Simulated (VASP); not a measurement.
# BP (I-4m2) in VASP: a series of runs

BP is run at these levels: r2SCAN, HSE06; tasks: single point.

Everything below comes from runs of VASP 6.6.1. Logs are shortened: lines on timing, memory, paths and dates and some standing lists are left out, and cuts for length are marked.

## Step 1: The cell of the first run

Symmetry: I-4m2, No. 119, tetragonal system. The conventional cell has a = 3.208 Å, b = 3.208 Å, c = 4.718 Å, α = 90.00°, β = 90.00°, γ = 90.00°. Within 2.6 Å of B (site symmetry -4m2) lie 4 P at 1.99 Å. Within 2.6 Å of P (site symmetry -4m2) lie 4 B at 1.99 Å.

## Step 2: Single point, r2SCAN (uniaxial z strain +4.0%)

Input file POSCAR:

```
BP
1.0
    0.0000000000      2.2683156689      2.3590482957
    2.2683156689      0.0000000000      2.3590482957
    2.2683156689      2.2683156689      0.0000000000
B P
1 1
Direct
    0.0000000000      0.0000000000      0.0000000000
    0.2500000000      0.2500000000      0.2500000000
```

Input file INCAR.step1:

```
SYSTEM = BP
ALGO     = Normal         ! electronic algorithm
EDIFF    = 1E-4           ! SCF threshold, eV
ENCUT    = 520            ! plane-wave cutoff, eV
GGA      = PE             ! functional
ISMEAR   = 0              ! smearing method
LASPH    = .True.         ! aspherical terms in the spheres
LCHARG   = .False.        ! write CHGCAR
LREAL    = .False.        ! projectors in reciprocal space
LWAVE    = .True.         ! write WAVECAR
NBANDS   = 11             ! bands
NELM     = 60             ! most SCF steps
PREC     = Accurate       ! precision mode
SIGMA    = 0.01           ! smearing width, eV
```

Input file INCAR.step2:

```
SYSTEM = BP
ALGO     = Normal         ! electronic algorithm
EDIFF    = 1E-6           ! SCF threshold, eV
ENCUT    = 520            ! plane-wave cutoff, eV
ISIF     = 2              ! what is computed and relaxed
ISMEAR   = 0              ! smearing method
ISTART   = 1            
LASPH    = .True.         ! aspherical terms in the spheres
LCHARG   = .False.        ! write CHGCAR
LMIXTAU  = .True.       
LREAL    = .False.        ! projectors in reciprocal space
LWAVE    = .False.        ! write WAVECAR
METAGGA  = R2SCAN         ! meta-GGA
NBANDS   = 11             ! bands
NELM     = 60             ! most SCF steps
PREC     = Accurate       ! precision mode
SIGMA    = 0.01           ! smearing width, eV
```

Input file KPOINTS:

```
k-points
0
Gamma
  10 10 10
  0 0 0
```

Potentials or basis: VASP PAW PBE potentials, release 64 (B, P).

On the command line:

```bash
> cat potpaw_PBE.64/B/POTCAR potpaw_PBE.64/P/POTCAR > POTCAR
> cp INCAR.step1 INCAR
> mpirun -np 1 vasp_std > vasp.out
> cp INCAR.step2 INCAR
> mpirun -np 1 vasp_std > vasp.out
```

OUTCAR:

```text
SYSTEM = BP
   EDIFF = 1E-6
   ENCUT = 520
   ISIF = 2
   ISMEAR = 0
   ISTART = 1
   LASPH = .True.
   LREAL = .False.
   METAGGA = R2SCAN
   NELM = 60
   PREC = Accurate

 ion  position               nearest neighbor table
   1  0.000  0.000  0.000-   2 1.99   2 1.99   2 1.99   2 1.99
   2  0.250  0.250  0.250-   1 1.99   1 1.99   1 1.99   1 1.99

  LATTYP: Found a body centered tetragonal cell.
 ALAT       =     3.2078827827
 C/A-ratio  =     1.4707821049

  Lattice vectors:

 A1 = (  -2.2683156689,   0.0000000000,   2.3590482957)
 A2 = (   2.2683156689,   0.0000000000,   2.3590482957)
 A3 = (   0.0000000000,   2.2683156689,  -2.3590482957)

Analysis of symmetry for initial positions (statically):
=====================================================================
 Subroutine PRICEL returns:
 Original cell was already a primitive cell.

 Routine SETGRP: Setting up the symmetry group for a
 body centered tetragonal supercell.

 Subroutine GETGRP returns: Found  8 space group operations
 (whereof  8 operations were pure point group operations)
 out of a pool of 16 trial point group operations.

The static configuration has the point symmetry D_2d.

Analysis of symmetry for dynamics (positions and initial velocities):
=====================================================================
 Subroutine PRICEL returns:
 Original cell was already a primitive cell.

 Routine SETGRP: Setting up the symmetry group for a
 body centered tetragonal supercell.

 Subroutine GETGRP returns: Found  8 space group operations
 (whereof  8 operations were pure point group operations)
 out of a pool of 16 trial point group operations.

The dynamic configuration has the point symmetry D_2d.

 Subroutine INISYM returns: Found  8 space group operations
 (whereof  8 operations are pure point group operations),
 and found     1 'primitive' translations

----------------------------------------------------------------------------------------

                                     Primitive cell

  volume of cell :      24.2758

  direct lattice vectors                    reciprocal lattice vectors
     0.000000000  2.268315669  2.359048296    -0.220427874  0.220427874  0.211949879
     2.268315669  0.000000000  2.359048296     0.220427874 -0.220427874  0.211949879
     2.268315669  2.268315669  0.000000000     0.220427874  0.220427874 -0.211949879

  length of vectors
     3.272669375  3.272669375  3.207882783     0.376961067  0.376961067  0.376961067

  position of ions in fractional coordinates (direct lattice)
     0.000000000  0.000000000  0.000000000
     0.250000000  0.250000000  0.250000000

  ion indices of the primitive-cell ions
   primitive index   ion index
                 1           1
                 2           2

----------------------------------------------------------------------------------------

 KPOINTS: k-points

Automatic generation of k-mesh.
 Grid dimensions read from file:
 generate k-points for:   10   10   10

 Generating k-lattice:

  Cartesian coordinates                     Fractional coordinates (reciprocal lattice)
    -0.022042787  0.022042787  0.021194988     0.100000000  0.000000000  0.000000000
     0.022042787 -0.022042787  0.021194988     0.000000000  0.100000000  0.000000000
     0.022042787  0.022042787 -0.021194988     0.000000000  0.000000000  0.100000000

  Length of vectors
     0.037696107  0.037696107  0.037696107

  Shift w.r.t. Gamma in fractional coordinates (k-lattice)
     0.000000000  0.000000000  0.000000000

 Subroutine IBZKPT returns following result:
 ===========================================

 Found    102 irreducible k-points:

 Following reciprocal coordinates:
            Coordinates               Weight
  0.000000  0.000000  0.000000      1.000000
  0.100000  0.000000  0.000000      8.000000
  0.200000  0.000000  0.000000      8.000000
  0.300000  0.000000  0.000000      8.000000
  0.400000  0.000000  0.000000      8.000000
  0.500000  0.000000  0.000000      4.000000
[... 16 lines left out ...]
  0.300000  0.300000  0.000000      2.000000
  0.400000  0.300000  0.000000      8.000000
 [... further k-points ...]
   k-points           NKPTS =    102   k-points in BZ     NKDIM =    102   number of bands    NBANDS=     11
   number of dos      NEDOS =    301   number of ions     NIONS =      2
   total plane-waves  NPLWV =  13824
   dimension x,y,z NGX =    24 NGY =   24 NGZ =   24
   dimension x,y,z NGXF=    48 NGYF=   48 NGZF=   48
   ions per type =               1   1
   NGX,Y,Z   is equivalent  to a cutoff of  12.19, 12.19, 12.44 a.u.
   NGXF,Y,Z  is equivalent  to a cutoff of  24.38, 24.38, 24.88 a.u.
 SYSTEM =  BP
   PREC   = accura    normal or accurate (medium, high low for compatibility)
   ISTART =      1    job   : 0-new  1-cont  2-samecut
   ICHARG =      0    charge: 1-file 2-atom 10-const
   ISPIN  =      1    spin polarized calculation?
   LNONCOLLINEAR =      F non collinear calculations
   LSORBIT =      F    spin-orbit coupling
   LASPH  =      T    aspherical Exc in radial PAW
   ENCUT  =  520.0 eV  38.22 Ry    6.18 a.u.   6.08  6.08  5.96*2*pi/ulx,y,z
   NELM   =     60;   NELMIN=  2; NELMDL=  0     # of ELM steps
   EDIFF  = 0.1E-05   stopping-criterion for ELM
   LREAL  =      F    real-space projection
   EDIFFG = 0.1E-04   stopping-criterion for IOM
   NSW    =      0    number of steps for IOM
   IBRION =     -1    ionic relax: 0-MD 1-quasi-New 2-CG
   NFREE  =      0    steps in history (QN), initial steepest desc. (CG)
   ISIF   =      2    stress and relaxation
   ISYM   =      2    0-nonsym 1-usesym 2-fastsym
   POTIM  = 0.5000    time-step for ionic-motion
   TEBEG  =    0.0;   TEEND  =   0.0 temperature during run
   PSTRESS=    0.0 pullay stress
   NELECT =       8.0000    total number of electrons
   NUPDOWN=      -1.0000    fix difference up-down
   EMIN   =  10.00;   EMAX   =-10.00  energy-range for DOS
   EFERMI =   0.00;   METHOD = LEGACY
   ISMEAR =     0;   SIGMA  =   0.01  broadening in eV -4-tet -1-fermi 0-gaus
   EFERMI_NEDOS =   21; number of points for ismear=-14 and -15
   IALGO  =     38    algorithm
   IMIX   =      4    mixing-type and parameters
     AMIX     =   0.40;   BMIX     =  1.00
     AMIX_MAG =   1.60;   BMIX_MAG =  1.00
  volume/ion in A,a.u.               =      12.14        81.91
  Fermi-wavevector in a.u.,A,eV,Ry     =   1.130785  2.136875 17.397440  1.278676
  Thomas-Fermi vector in A             =   2.267483
   LORBIT       =      0    0 simple, 1 ext, 2 COOP (PROOUT), +10 PAW based schemes
   METAGGA = R2SCAN    functional components
   LHFCALC =     F    Hartree Fock is set to
   AEXX    =    0.0000 exact exchange contribution
   IVDW    =     0    specifies the selected vdW correction
   LEPSILON=     F    determine dielectric tensor
   LRPA    =     F    only Hartree local field effects (RPA)
 non-spin polarized calculation
 Gauss-broadening in eV      SIGMA  =   0.01
  energy-cutoff  :      520.00
  volume of cell :       24.28
 maximum number of plane-waves:       666
   NGX = 13   NGY = 13   NGZ = 11

 number of electron       7.9999999 magnetization

 Free energy of the ion-electron system (eV)
  ---------------------------------------------------
  ext. energy  EPLUGINS =         0.00000000
  ---------------------------------------------------
  free energy    TOTEN  =       -17.26810061 eV

  energy without entropy =      -17.26810061  energy(sigma->0) =      -17.26810061

 E-fermi :   7.2023     XC(G=0): -11.3296

 val. band max:        7.0813293069   @ k =   0.0000   0.0000   0.0000
 cond. band min:       8.2703067617   @ k =   0.4000   0.0000   0.4000
 fundamental gap:      1.1889774547
 Fermi energy:         7.2023358496

 k-point     1 :       0.0000    0.0000    0.0000
  band No.  band energies     occupation
      1      -8.9689      2.00000
      2       6.6615      2.00000
      3       7.0813      2.00000
      4       7.0813      2.00000
      5      10.4556      0.00000
      6      10.4556      0.00000
      7      10.6947      0.00000
      8      14.3122      0.00000
      9      18.9034      0.00000
     10      19.0900      0.00000
     11      20.0134      0.00000

 k-point     2 :       0.1000    0.0000    0.0000
  band No.  band energies     occupation
      1      -8.7853      2.00000
      2       5.5744      2.00000
      3       6.5133      2.00000
      4       6.7938      2.00000
      5      10.8219      0.00000
      6      10.8838      0.00000
      7      11.1759      0.00000
      8      14.8937      0.00000
      9      18.3624      0.00000
     10      19.2723      0.00000
     11      19.6424      0.00000

 k-point     3 :       0.2000    0.0000    0.0000
  band No.  band energies     occupation
      1      -8.2420      2.00000
      2       3.1926      2.00000
      3       5.8820      2.00000
      4       6.2526      2.00000
      5      11.0278      0.00000
      6      11.6881      0.00000
      7      11.8191      0.00000
      8      16.2536      0.00000
      9      17.9811      0.00000
     10      18.5101      0.00000
     11      20.5271      0.00000

 k-point     4 :       0.3000    0.0000    0.0000
  band No.  band energies     occupation
      1      -7.3718      2.00000
      2       0.7821      2.00000
      3       5.3344      2.00000
      4       5.7841      2.00000
      5      10.8838      0.00000
      6      12.0942      0.00000
      7      12.1629      0.00000
      8      17.4151      0.00000
      9      18.7893      0.00000
     10      18.8728      0.00000
     11      20.7465      0.00000

 k-point     5 :       0.4000    0.0000    0.0000
  band No.  band energies     occupation
      1      -6.2976      2.00000
      2      -1.2698      2.00000
      3       4.9826      2.00000
      4       5.4902      2.00000
      5      10.7127      0.00000
      6      12.0262      0.00000
      7      12.1881      0.00000
      8      17.7463      0.00000
      9      20.4314      0.00000
     10      20.6014      0.00000
     11      21.7436      0.00000
[... 211 lines left out ...]
 k-point    21 :      -0.3000    0.2000    0.0000
  band No.  band energies     occupation
      1      -6.0160      2.00000
      2      -0.3719      2.00000
      3       1.9797      2.00000
      4       5.2575      2.00000
      5      11.4771      0.00000
      6      13.4136      0.00000
      7      13.8355      0.00000
      8      16.5514      0.00000
      9      17.8461      0.00000
     10      20.5661      0.00000
     11      24.2455      0.00000

 k-point    22 :      -0.2000    0.2000    0.0000
  band No.  band energies     occupation
      1      -7.0330      2.00000
      2       1.3877      2.00000
      3       2.5323      2.00000
      4       5.9264      2.00000
      5      11.9965      0.00000
      6      12.4998      0.00000
      7      13.2916      0.00000
      8      15.5163      0.00000
      9      17.0461      0.00000
     10      21.3763      0.00000
     11      23.4961      0.00000

 k-point    23 :       0.3000    0.3000    0.0000
  band No.  band energies     occupation
      1      -6.9192      2.00000
      2       1.5492      2.00000
      3       3.8969      2.00000
      4       3.8969      2.00000
      5       9.0374      0.00000
      6      11.3282      0.00000
      7      16.1438      0.00000
      8      16.1438      0.00000
      9      20.0371      0.00000
     10      22.1916      0.00000
     11      23.7667      0.00000

 k-point    24 :       0.4000    0.3000    0.0000
  band No.  band energies     occupation
      1      -6.1102      2.00000
      2       0.2766      2.00000
      3       2.9659      2.00000
      4       3.6131      2.00000
      5       9.3506      0.00000
      6      11.1591      0.00000
      7      16.7325      0.00000
      8      16.8744      0.00000
      9      21.1832      0.00000
     10      22.9258      0.00000
     11      24.2407      0.00000

 [... further k-points ...]

------------------------ aborting loop because EDIFF is reached ----------------------------------------

  FORCE on cell =-STRESS in cart. coord.  units (eV):
  Direction    XX          YY          ZZ          XY          YZ          ZX
  --------------------------------------------------------------------------------------
  -------------------------------------------------------------------------------------
  Total       -0.4277625     -0.4277625     -2.1693229      0.0000000      0.0000000      0.0000000
  in kB      -28.2318598    -28.2318598   -143.1729496      0.0000000      0.0000000      0.0000000
  external PRESSURE =     -66.5455564 kB  Pullay stress =       0.0000000 kB

 VOLUME and BASIS-vectors are now :
 -----------------------------------------------------------------------------
  energy-cutoff  :      520.00
  volume of cell :       24.28
      direct lattice vectors                 reciprocal lattice vectors
     0.000000000  2.268315669  2.359048296    -0.220427874  0.220427874  0.211949879
     2.268315669  0.000000000  2.359048296     0.220427874 -0.220427874  0.211949879
     2.268315669  2.268315669  0.000000000     0.220427874  0.220427874 -0.211949879

 POSITION                                       TOTAL-FORCE (eV/Angst)
 -----------------------------------------------------------------------------------
      0.00000      0.00000      0.00000        -0.000000     -0.000000     -0.000000
      1.13416      1.13416      1.17952         0.000000      0.000000      0.000000
 -----------------------------------------------------------------------------------
    total drift:                                0.000000      0.000000      0.000000

  FREE ENERGIE OF THE ION-ELECTRON SYSTEM (eV)
  ---------------------------------------------------
  free  energy   TOTEN  =       -17.2681006101 eV

  energy  without entropy=      -17.2681006101  energy(sigma->0) =      -17.26810061
```

It took 55 s on 1 thread of Intel Xeon Platinum 8488C (Sapphire Rapids), shared host; peak memory 0.15 GiB.

What came out:

```
Free energy            : -17.2681 eV
Pressure               : -6.7 GPa
Band gap on the k mesh : 1.19 eV (least direct gap 3.37 eV)
```

Caveat: the cell differs from its parent crystal (uniaxial z strain +4.0%); the stress differs along the axes, from -14 to -3 GPa; the PAW data sets were made with another functional, which shifts forces and pressure a little. A k mesh can miss the band edges.

## Step 3: Single point, HSE06 (uniaxial z strain -3.0%)

Input file POSCAR:

```
BP
1.0
    0.0000000000      2.2683156689      2.2002661989
    2.2683156689      0.0000000000      2.2002661989
    2.2683156689      2.2683156689      0.0000000000
B P
1 1
Direct
    0.0000000000      0.0000000000      0.0000000000
    0.2500000000      0.2500000000      0.2500000000
```

Input file INCAR.step1:

```
  ALGO = Normal
  EDIFF = 1E-5
  ENCUT = 520
  GGA = PE
  ISIF = 2
  ISMEAR = 0
  LASPH = True
  LCHARG = False
  LREAL = False
  LWAVE = True
  NBANDS = 11
  NELM = 100
  PREC = Accurate
  SIGMA = 0.01
```

Input file INCAR.step2:

```
  ALGO = Normal
  EDIFF = 1E-7
  ENCUT = 520
  GGA = PE
  HFSCREEN = 0.2079
  ISIF = 2
  ISMEAR = 0
  ISTART = 1
  LASPH = True
  LCHARG = False
  LHFCALC = True
  LREAL = False
  LWAVE = False
  NBANDS = 11
  NELM = 100
  PREC = Accurate
  PRECFOCK = Normal
  SIGMA = 0.01
```

Input file KPOINTS:

```
k-points
0
Gamma
  6 6 6
```

Potentials or basis: VASP PAW PBE potentials, release 64 (B, P).

On the command line:

```bash
> cat potpaw_PBE.64/B/POTCAR potpaw_PBE.64/P/POTCAR > POTCAR
> cp INCAR.step1 INCAR
> mpirun -np 1 vasp_std > vasp.out
> cp INCAR.step2 INCAR
> mpirun -np 1 vasp_std > vasp.out
```

Wall time 7.1 min (1 thread of Intel Xeon Platinum 8488C (Sapphire Rapids), shared host); peak memory 0.24 GiB.

Results (log left out):

* Free energy: -14.8082 eV
* Pressure: 3.5 GPa
* Band gap on the k mesh: 1.56 eV (least direct gap 4.07 eV)

Stress tensor (GPa, compression positive):
```
0.66 0.00 0.00
0.00 0.66 0.00
0.00 0.00 9.18
```

Levels at points of the mesh, in eV from the valence-band top:
```csv
k point,band 1,band 2,band 3,band 4,band 5,band 6,band 7,band 8
"(0.00, 0.00, 0.00)",-17.60,-0.31,-0.31,0.00,4.07,4.24,4.24,8.98
"(0.50, 0.00, 0.00)",-13.81,-10.45,-2.39,-1.97,4.60,5.36,5.85,11.28
"(0.50, 0.50, 0.00)",-11.81,-9.75,-5.08,-5.08,1.56,1.87,13.90,13.90
"(0.50, 0.00, 0.50)",-12.14,-10.06,-4.77,-4.70,1.91,2.33,13.55,14.27
```

Caveat: the cell differs from its parent crystal (uniaxial z strain -3.0%); the stress differs along the axes, from 1 to 9 GPa; the PAW data sets were made with another functional, which shifts forces and pressure a little. A k mesh can miss the band edges.
